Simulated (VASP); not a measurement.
Si2WC3: single point with PBE

Si2WC3:

```
Si W C
1.0
     2.87614    0.00000    0.00000
    -1.43807    2.49081    0.00000
     0.00000    0.00000    7.59472
Si W C
2 1 3
Direct
  0.33333 0.66667 0.34357
  0.66667 0.33333 0.65643
  0.00000 0.00000 0.00000
  0.66667 0.33333 0.19424
  0.33333 0.66667 0.80576
  0.00000 0.00000 0.50000
```

* Program: VASP 6.6.1
* Task: single point
* Functional: PBE
* Potentials or basis: VASP PAW PBE potentials, release 64 (Si, W_sv, C)
* Cutoff: 600 eV
* k mesh: 6 × 6 × 2
* Occupations: gaussian, width 0.2 eV
* Spin: no spin polarisation
* Dipole correction: no
* Further INCAR settings: ALGO = Normal; EDIFF = 1e-06; NBANDS = 26

```
Pressure               : 0.2 GPa
Largest force          : 0.055 eV/Å
Band gap on the k mesh : zero (band 17 reaches 12.43 eV, above the bottom of band 18 at 11.36 eV)
```

Forces on the atoms (eV/Å):
```
Si   0.000  0.000  0.021
Si   0.000  0.000 -0.021
W    0.000  0.000  0.000
C    0.000  0.000  0.055
C    0.000  0.000 -0.055
C    0.000  0.000  0.000
```

Stress tensor (GPa, compression positive):
```
 0.48  0.00  0.00
 0.00  0.48  0.00
 0.00  0.00 -0.33
```

Levels at points of the mesh, in eV from the Fermi level:
```
           k point  band 15  band 16  band 17  band 18  band 19  band 20
(0.00, 0.00, 0.00)    -0.42     0.15     0.15     0.30     0.30     3.19
(0.50, 0.00, 0.00)    -3.51    -2.03    -0.86     0.38     3.19     3.50
(0.00, 0.00, 0.50)    -0.15    -0.15     0.46     0.46     0.53     3.44
(0.50, 0.00, 0.50)    -2.35    -2.31    -2.15     1.33     2.20     3.77
```

Wall time 45 s on 1 thread of Intel Xeon 8259CL (shared host), peak memory 0.19 GiB.

Caveat: the k points lie up to 0.42 Å⁻¹ apart; spin-orbit coupling is left out, which moves the levels of the heavy elements.
